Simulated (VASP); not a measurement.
# BiP in VASP: further runs, part 2 of 2

VASP 6.6.1.

## 4. Single point, PBE (27.42 Å³/atom)

This run uses another cell than the first one, of 27.42 Å³/atom.

INCAR

```
PREC = Accurate ; ENCUT = 520
EDIFF = 1E-6 ; ISMEAR = 0
SIGMA = 0.05 ; LREAL = F
LASPH = T ; NELM = 60
ALGO = Normal ; ISIF = 2
LWAVE = F ; LCHARG = T
GGA = PE ; LELF = T
LVHAR = T ; NBANDS = 28
```

KPOINTS

```
regular mesh
0
Gamma
  10 10 6
```

POSCAR

```
BiP
1.0
    4.1670088365      0.0000000000      0.0000000000
   -2.0835044182      3.6087355102      0.0000000000
    0.0000000000      0.0000000000      7.2937056537
Bi P
2 2
Direct
    0.0000000000      0.0000000000      0.0000000000
    0.0000000000      0.0000000000      0.5000000000
    0.3333333333      0.6666666667      0.2500000000
    0.6666666667      0.3333333333      0.7500000000
```

Launch:

```console
> cat potpaw_PBE.64/Bi_d/POTCAR potpaw_PBE.64/P/POTCAR > POTCAR
> mpirun -np 1 vasp_std > vasp.out
```

It took 68 s on 1 thread of Intel Xeon 6975P-C (Granite Rapids), shared host; peak memory 0.3 GiB.

Results (log left out):

| Item | Value |
| --- | --- |
| Free energy | -17.6404 eV |
| Pressure | -3.8 GPa |
| Band gap on the k mesh | zero (bands 20 and 21 overlap by 0.75 eV) |

Levels at points of the mesh, in eV from the Fermi level:
```csv
k point,band 18,band 19,band 20,band 21,band 22,band 23
"(0.00, 0.00, 0.00)",-0.48,-0.48,-0.20,0.53,1.62,1.62
"(0.50, 0.00, 0.00)",-0.68,-0.66,-0.63,-0.14,0.27,1.62
"(0.00, 0.00, 0.50)",-1.04,-1.04,-1.04,1.92,1.92,1.92
"(0.50, 0.00, 0.50)",-2.59,-2.29,-2.29,1.92,1.92,2.81
```

Caveat: the cell stands under tension; spin-orbit coupling is left out, which moves the levels of the heavy elements.

## 5. Single point, PBE (28.19 Å³/atom)

This run uses another cell than the first one, of 28.19 Å³/atom.

INCAR

```
PREC = Accurate
ENCUT = 520
EDIFF = 1E-6
ISMEAR = 0
SIGMA = 0.05
LREAL = F
LASPH = T
NELM = 100
ALGO = Normal
ISIF = 2
LWAVE = F
LCHARG = F
GGA = PE
NBANDS = 28
```

KPOINTS

```
Automatic mesh
0
Gamma
  10 10 6
```

POSCAR

```
BiP
1.0
    4.2146702771      0.0000000000      0.0000000000
   -2.1073351386      3.6500115286      0.0000000000
    0.0000000000      0.0000000000      7.3295746805
Bi P
2 2
Direct
    0.0000000000      0.0000000000      0.0000000000
    0.0000000000      0.0000000000      0.5000000000
    0.3333333333      0.6666666667      0.2500000000
    0.6666666667      0.3333333333      0.7500000000
```

Launch:

```console
> cat potpaw_PBE.64/Bi_d/POTCAR potpaw_PBE.64/P/POTCAR > POTCAR
> mpirun -np 1 vasp_std > vasp.out
```

Wall time 63 s (1 thread of Intel Xeon 6975P-C (Granite Rapids), shared host); peak memory 0.3 GiB.

It converged, with:

```
Free energy            : -17.5555 eV
Pressure               : -5.1 GPa
Band gap on the k mesh : zero (bands 20 and 21 overlap by 0.71 eV)
```

Levels at points of the mesh, in eV from the Fermi level:
```csv
k point,band 16,band 17,band 18,band 19,band 20,band 21,band 22,band 23,band 24,band 25
"(0.00, 0.00, 0.00)",-1.49,-1.49,-0.47,-0.47,-0.29,0.42,1.55,1.55,2.32,2.32
"(0.50, 0.00, 0.00)",-4.21,-2.93,-0.65,-0.63,-0.61,-0.16,0.27,1.65,3.78,4.37
"(0.00, 0.00, 0.50)",-1.29,-1.03,-1.03,-1.03,-1.03,1.87,1.87,1.87,1.87,2.18
"(0.50, 0.00, 0.50)",-3.38,-2.50,-2.50,-2.24,-2.24,1.92,1.92,2.75,2.75,2.92
```

Caveat: the cell stands under tension; spin-orbit coupling is left out, which moves the levels of the heavy elements.

## 6. Single point, PBE (atom 4 (P) moved 0.12 Å along z)

INCAR

```
ALGO = Normal ; EDIFF = 1E-6
ENCUT = 520 ; GGA = PE
ISIF = 2 ; ISMEAR = 0
LASPH = T ; LCHARG = F
LREAL = F ; LWAVE = F
NBANDS = 28 ; NELM = 60
PREC = Accurate ; SIGMA = 0.05
```

KPOINTS

```
k-points
0
Gamma
  10 10 6
```

POSCAR

```
BiP
1.0
    4.0498966654      0.0000000000      0.0000000000
   -2.0249483327      3.5073133950      0.0000000000
    0.0000000000      0.0000000000      7.2164800216
Bi P
2 2
Direct
    0.0000000000      0.0000000000      0.0000000000
    0.0000000000      0.0000000000      0.5000000000
    0.3333333333      0.6666666667      0.2500000000
    0.6666666667      0.3333333333      0.7666286056
```

Potentials or basis: VASP PAW PBE potentials, release 64 (Bi_d, P).

Launch:

```console
> cat potpaw_PBE.64/Bi_d/POTCAR potpaw_PBE.64/P/POTCAR > POTCAR
> mpirun -np 1 vasp_std > vasp.out
```

OUTCAR:

```text
EDIFF = 1E-6
   ENCUT = 520
   GGA = PE
   ISIF = 2
   ISMEAR = 0
   LASPH = T
   LREAL = F
   NELM = 60
   PREC = Accurate

 ion  position               nearest neighbor table
   1  0.000  0.000  0.000-   4 2.88   4 2.88   4 2.88   3 2.95   3 2.95   3 2.95   2 3.61   2 3.61

   2  0.000  0.000  0.500-   3 2.95   3 2.95   3 2.95   4 3.03   4 3.03   4 3.03   1 3.61   1 3.61

   3  0.333  0.667  0.250-   1 2.95   2 2.95   1 2.95   2 2.95   1 2.95   2 2.95
   4  0.667  0.333  0.767-   1 2.88   1 2.88   1 2.88   2 3.03   2 3.03   2 3.03

  LATTYP: Found a hexagonal cell.
 ALAT       =     4.0498966654
 C/A-ratio  =     1.7818923834

  Lattice vectors:

 A1 = (   4.0498966654,   0.0000000000,   0.0000000000)
 A2 = (  -2.0249483327,   3.5073133950,   0.0000000000)
 A3 = (   0.0000000000,   0.0000000000,   7.2164800216)

Analysis of symmetry for initial positions (statically):
=====================================================================
 Subroutine PRICEL returns:
 Original cell was already a primitive cell.

 Routine SETGRP: Setting up the symmetry group for a
 hexagonal supercell.

 Subroutine GETGRP returns: Found  6 space group operations
 (whereof  6 operations were pure point group operations)
 out of a pool of 24 trial point group operations.

The static configuration has the point symmetry C_3v.

Analysis of symmetry for dynamics (positions and initial velocities):
=====================================================================
 Subroutine PRICEL returns:
 Original cell was already a primitive cell.

 Routine SETGRP: Setting up the symmetry group for a
 hexagonal supercell.

 Subroutine GETGRP returns: Found  6 space group operations
 (whereof  6 operations were pure point group operations)
 out of a pool of 24 trial point group operations.

The dynamic configuration has the point symmetry C_3v.

 Subroutine INISYM returns: Found  6 space group operations
 (whereof  6 operations are pure point group operations),
 and found     1 'primitive' translations

----------------------------------------------------------------------------------------

                                     Primitive cell

  volume of cell :     102.5047

  direct lattice vectors                    reciprocal lattice vectors
     4.049896665  0.000000000  0.000000000     0.246919880  0.142559259  0.000000000
    -2.024948333  3.507313395  0.000000000     0.000000000  0.285118519  0.000000000
     0.000000000  0.000000000  7.216480022     0.000000000  0.000000000  0.138571713

  length of vectors
     4.049896665  4.049896665  7.216480022     0.285118519  0.285118519  0.138571713

  position of ions in fractional coordinates (direct lattice)
     0.000000000  0.000000000  0.000000000
     0.000000000  0.000000000  0.500000000
     0.333333333  0.666666667  0.250000000
     0.666666667  0.333333333  0.766628606

  ion indices of the primitive-cell ions
   primitive index   ion index
                 1           1
                 2           2
                 3           3
                 4           4

----------------------------------------------------------------------------------------

 KPOINTS: k-points

Automatic generation of k-mesh.
 Grid dimensions read from file:
 generate k-points for:   10   10    6

 Generating k-lattice:

  Cartesian coordinates                     Fractional coordinates (reciprocal lattice)
     0.024691988  0.014255926  0.000000000     0.100000000  0.000000000  0.000000000
     0.000000000  0.028511852  0.000000000     0.000000000  0.100000000  0.000000000
     0.000000000  0.000000000  0.023095286     0.000000000  0.000000000  0.166666667

  Length of vectors
     0.028511852  0.028511852  0.023095286

  Shift w.r.t. Gamma in fractional coordinates (k-lattice)
     0.000000000  0.000000000  0.000000000

 Subroutine IBZKPT returns following result:
 ===========================================

 Found     72 irreducible k-points:

 Following reciprocal coordinates:
            Coordinates               Weight
  0.000000  0.000000  0.000000      1.000000
  0.100000 -0.000000  0.000000      6.000000
  0.200000 -0.000000  0.000000      6.000000
  0.300000  0.000000  0.000000      6.000000
  0.400000 -0.000000  0.000000      6.000000
  0.500000 -0.000000  0.000000      3.000000
[... 16 lines left out ...]
  0.000000  0.400000  0.166667      6.000000
  0.500000 -0.000000  0.166667      6.000000
 [... further k-points ...]
   k-points           NKPTS =     72   k-points in BZ     NKDIM =     72   number of bands    NBANDS=     28
   number of dos      NEDOS =    301   number of ions     NIONS =      4
   total plane-waves  NPLWV =  48600
   dimension x,y,z NGX =    30 NGY =   30 NGZ =   54
   dimension x,y,z NGXF=    60 NGYF=   60 NGZF=  108
   ions per type =               2   2
   NGX,Y,Z   is equivalent  to a cutoff of  12.31, 12.31, 12.44 a.u.
   NGXF,Y,Z  is equivalent  to a cutoff of  24.63, 24.63, 24.88 a.u.
 SYSTEM =  unknown system
   PREC   = accura    normal or accurate (medium, high low for compatibility)
   ISTART =      0    job   : 0-new  1-cont  2-samecut
   ICHARG =      2    charge: 1-file 2-atom 10-const
   ISPIN  =      1    spin polarized calculation?
   LNONCOLLINEAR =      F non collinear calculations
   LSORBIT =      F    spin-orbit coupling
   LASPH  =      T    aspherical Exc in radial PAW
   ENCUT  =  520.0 eV  38.22 Ry    6.18 a.u.   7.53  7.53 13.42*2*pi/ulx,y,z
   NELM   =     60;   NELMIN=  2; NELMDL= -5     # of ELM steps
   EDIFF  = 0.1E-05   stopping-criterion for ELM
   LREAL  =      F    real-space projection
   EDIFFG = 0.1E-04   stopping-criterion for IOM
   NSW    =      0    number of steps for IOM
   IBRION =     -1    ionic relax: 0-MD 1-quasi-New 2-CG
   NFREE  =      0    steps in history (QN), initial steepest desc. (CG)
   ISIF   =      2    stress and relaxation
   ISYM   =      2    0-nonsym 1-usesym 2-fastsym
   POTIM  = 0.5000    time-step for ionic-motion
   TEBEG  =    0.0;   TEEND  =   0.0 temperature during run
   PSTRESS=    0.0 pullay stress
   NELECT =      40.0000    total number of electrons
   NUPDOWN=      -1.0000    fix difference up-down
   EMIN   =  10.00;   EMAX   =-10.00  energy-range for DOS
   EFERMI =   0.00;   METHOD = LEGACY
   ISMEAR =     0;   SIGMA  =   0.05  broadening in eV -4-tet -1-fermi 0-gaus
   EFERMI_NEDOS =   21; number of points for ismear=-14 and -15
   IALGO  =     38    algorithm
   IMIX   =      4    mixing-type and parameters
     AMIX     =   0.40;   BMIX     =  1.00
     AMIX_MAG =   1.60;   BMIX_MAG =  1.00
  volume/ion in A,a.u.               =      25.63       172.93
  Fermi-wavevector in a.u.,A,eV,Ry     =   1.196319  2.260714 19.472361  1.431178
  Thomas-Fermi vector in A             =   2.332262
   LORBIT       =      0    0 simple, 1 ext, 2 COOP (PROOUT), +10 PAW based schemes
   GGA     = PE    functional components
   LHFCALC =     F    Hartree Fock is set to
   AEXX    =    0.0000 exact exchange contribution
   IVDW    =     0    specifies the selected vdW correction
   LEPSILON=     F    determine dielectric tensor
   LRPA    =     F    only Hartree local field effects (RPA)
 non-spin polarized calculation
 Gauss-broadening in eV      SIGMA  =   0.05
  energy-cutoff  :      520.00
  volume of cell :      102.50
 maximum number of plane-waves:      2787
   NGX = 15   NGY = 15   NGZ = 27

 number of electron      39.9999998 magnetization

 Free energy of the ion-electron system (eV)
  ---------------------------------------------------
  ext. energy  EPLUGINS =         0.00000000
  ---------------------------------------------------
  free energy    TOTEN  =       -17.71554384 eV

  energy without entropy =      -17.71480726  energy(sigma->0) =      -17.71517555

 E-fermi :   6.9163     XC(G=0): -10.0048

 val. band max:        6.9091685068   @ k =   0.4000  -0.0000   0.0000
 cond. band min:       6.9507238410   @ k =   0.1000  -0.0000   0.3333
 fundamental gap:      0.0415553342
 Fermi energy:         6.9163344921

 k-point     1 :       0.0000    0.0000    0.0000
  band No.  band energies     occupation
      1     -16.2727      2.00000
      2     -16.2418      2.00000
      3     -16.2418      2.00000
      4     -16.2207      2.00000
      5     -16.2207      2.00000
      6     -16.1755      2.00000
[... 20 lines left out ...]
     27      11.9100      0.00000
[... 691 lines left out ...]
      6     -16.1869      2.00000
[... 20 lines left out ...]
     27      12.2973      0.00000
     28      13.9880      0.00000

 [... further k-points ...]

------------------------ aborting loop because EDIFF is reached ----------------------------------------

  FORCE on cell =-STRESS in cart. coord.  units (eV):
  Direction    XX          YY          ZZ          XY          YZ          ZX
  --------------------------------------------------------------------------------------
  -------------------------------------------------------------------------------------
  Total        0.0429776      0.0429776      0.1571260      0.0000000     -0.0000000      0.0000000
  in kB        0.6717515      0.6717515      2.4559223      0.0000000     -0.0000000      0.0000000
  external PRESSURE =       1.2664751 kB  Pullay stress =       0.0000000 kB

 VOLUME and BASIS-vectors are now :
 -----------------------------------------------------------------------------
  energy-cutoff  :      520.00
  volume of cell :      102.50
      direct lattice vectors                 reciprocal lattice vectors
     4.049896665  0.000000000  0.000000000     0.246919880  0.142559259  0.000000000
    -2.024948333  3.507313395  0.000000000     0.000000000  0.285118519  0.000000000
     0.000000000  0.000000000  7.216480022     0.000000000  0.000000000  0.138571713

 POSITION                                       TOTAL-FORCE (eV/Angst)
 -----------------------------------------------------------------------------------
      0.00000      0.00000      0.00000         0.000000      0.000000     -0.092824
      0.00000      0.00000      3.60824         0.000000      0.000000     -0.193320
     -0.00000      2.33821      1.80412         0.000000      0.000000      0.541275
      2.02495      1.16910      5.53236        -0.000000     -0.000000     -0.255131
 -----------------------------------------------------------------------------------
    total drift:                                0.000000      0.000000     -0.000178

  FREE ENERGIE OF THE ION-ELECTRON SYSTEM (eV)
  ---------------------------------------------------
  free  energy   TOTEN  =       -17.7155438392 eV

  energy  without entropy=      -17.7148072644  energy(sigma->0) =      -17.71517555
```

stdout:

```text
POSCAR found type information on POSCAR BiP
 POSCAR found :  2 types and       4 ions
 scaLAPACK will be used
 LDA part: xc-table for (Slater+PW92), standard interpolation
 POSCAR, INCAR and KPOINTS ok, starting setup
 FFT: planning ... GRIDC
 FFT: planning ... GRID_SOFT
 FFT: planning ... GRID
 WAVECAR not read
 entering main loop
```

Run time: 96 s. Hardware: 1 thread of Intel Xeon 6975P-C (Granite Rapids), shared host; peak memory 0.31 GiB.

Results:

* Free energy: -17.7155 eV
* Pressure: 0.1 GPa
* Largest force: 0.541 eV/Å
* Band gap on the k mesh: zero (bands 20 and 21 overlap by 0.93 eV)

Forces in eV/Å, atoms in the order of the input:
```
Bi   0.000  0.000 -0.093
Bi   0.000  0.000 -0.193
P    0.000  0.000  0.541
P    0.000  0.000 -0.255
```

Stress tensor (GPa, compression positive):
```
0.07 0.00 0.00
0.00 0.07 0.00
0.00 0.00 0.25
```

Caveat: the cell differs from its parent crystal (atom 4 (P) moved 0.12 Å along z); spin-orbit coupling is left out, which moves the levels of the heavy elements.

## 7. Summary

| cell | gap on the mesh (eV) | pressure (GPa) |
| --- | --- | --- |
| a = 4.084, b = 4.084, c = 7.239 Å, angles 90.0, 90.0, 120.0°, 4 atoms, atomic positions A | none | -1.3 |
| a = 4.117, b = 4.117, c = 7.261 Å, angles 90.0, 90.0, 120.0°, 4 atoms, atomic positions A | none | -2.4 |
| a = 4.167, b = 4.167, c = 7.294 Å, angles 90.0, 90.0, 120.0°, 4 atoms, atomic positions A | none | -3.8 |
| a = 4.215, b = 4.215, c = 7.330 Å, angles 90.0, 90.0, 120.0°, 4 atoms, atomic positions A | none | -5.1 |
| a = 4.050, b = 4.050, c = 7.216 Å, angles 90.0, 90.0, 120.0°, 4 atoms, atomic positions B | none | 0.1 |

Alike in all rows: task single point; level PBE; potentials or basis VASP PAW PBE potentials, release 64 (Bi_d, P); no spin polarisation; k mesh 10 × 10 × 6; cutoff (eV) 520; smearing gaussian 0.05 eV.

Caveats: spin-orbit coupling is left out, which moves the levels of the heavy elements; the cell stands under tension (at least some runs).

Absolute energies hang on the potentials; compare differences alone.

The gap in the log of VASP goes by the Fermi energy; the results here count the filled bands.